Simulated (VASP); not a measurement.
Wanted: the native input for a VASP 6.6.1 run.

```
Task                   : single point
Functional             : PBE
Potentials or basis    : VASP PAW PBE potentials, release 64 (Mn_pv, Sb)
Cutoff                 : 520 eV
k mesh                 : 12 × 12 × 8
Occupations            : gaussian, width 0.05 eV
Spin                   : no spin polarisation
Dipole correction      : no
Further INCAR settings : ALGO = Fast; EDIFF = 1e-06; NBANDS = 26
```

The structure of MnSb lies in POSCAR:

```
MnSb
1.0
    4.0576943280      0.0000000000      0.0000000000
   -2.0288471640      3.5140663688      0.0000000000
    0.0000000000      0.0000000000      4.7516145369
Mn Sb
2 2
Direct
    0.0000000000      0.0000000000      0.0000000000
    0.0000000000      0.0000000000      0.5000000000
    0.3333333333      0.6666666667      0.2500000000
    0.6666666667      0.3333333333      0.7500000000
```

These files were run (other wordings do the same):

INCAR

```
SYSTEM = MnSb
PREC = Accurate
ENCUT = 520
EDIFF = 1E-6
ISMEAR = 0
SIGMA = 0.05
LREAL = .FALSE.
LASPH = .TRUE.
NELM = 80
ALGO = Fast
ISIF = 2
LWAVE = .FALSE.
LCHARG = .FALSE.
GGA = PE
NBANDS = 26
```

KPOINTS

```
Automatic mesh
0
G
  12 12 8
  0 0 0
```

Potentials or basis: VASP PAW PBE potentials, release 64 (Mn_pv, Sb).

Command:

```bash
$ cat potpaw_PBE.64/Mn_pv/POTCAR potpaw_PBE.64/Sb/POTCAR > POTCAR
$ mpirun -np 1 vasp_std > vasp.out
```

Results of the run:

```json
{
 "Pressure": "6.0 GPa",
 "Band gap on the k mesh": "zero (bands 18 and 19 overlap by 1.07 eV)"
}
```

Caveat: the cell stands under pressure; spin-orbit coupling is left out, which moves the levels of the heavy elements; the run has no spin polarisation, though such a crystal can be magnetic.

Wall time 4 min on 1 thread of Oxide Virtual Turin-like Processor, on a shared host, peak memory 0.24 GiB.
